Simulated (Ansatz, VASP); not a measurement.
## Two plane-wave programs on C

```
CELL_PARAMETERS angstrom
0.00000 2.14109 3.37017
1.23613 0.00000 3.37017
1.23613 2.14109 0.00000
ATOMIC_POSITIONS crystal
C 0.16667 0.83333 0.16667
C 0.83333 0.16667 0.83333
```

Change from the starting cell: volume scaled by 1.02, PAW files.

Alike in both runs: task electric field gradients; functional PBEsol; k mesh 18 × 18 × 18; occupations fermi-dirac, width 0.05 eV; no spin polarisation.

```csv
,VASP,Ansatz
version,VASP 6.6.1,Ansatz 0.2.0
potentials or method,"VASP PAW PBE potentials, release 64 (C)","PAW with Ansatz's default frozen-core files, scalar-relativistic"
plane-wave cutoff (eV),520,420
valence electrons in the cell,8,8
```

|  | VASP | Ansatz | Ansatz less VASP |
| --- | --- | --- | --- |
| pressure (GPa) | -3.4 | -4.0 | -0.67 |
| traceless stress, the component that is largest in VASP (GPa) | 4.90 | 5.61 | +0.718 |
| size of Vzz on the site where it differs most (V/Å²) | 30.8 | 23.4 | -7.33 |

VASP's potentials were made for PBE, not for PBEsol.
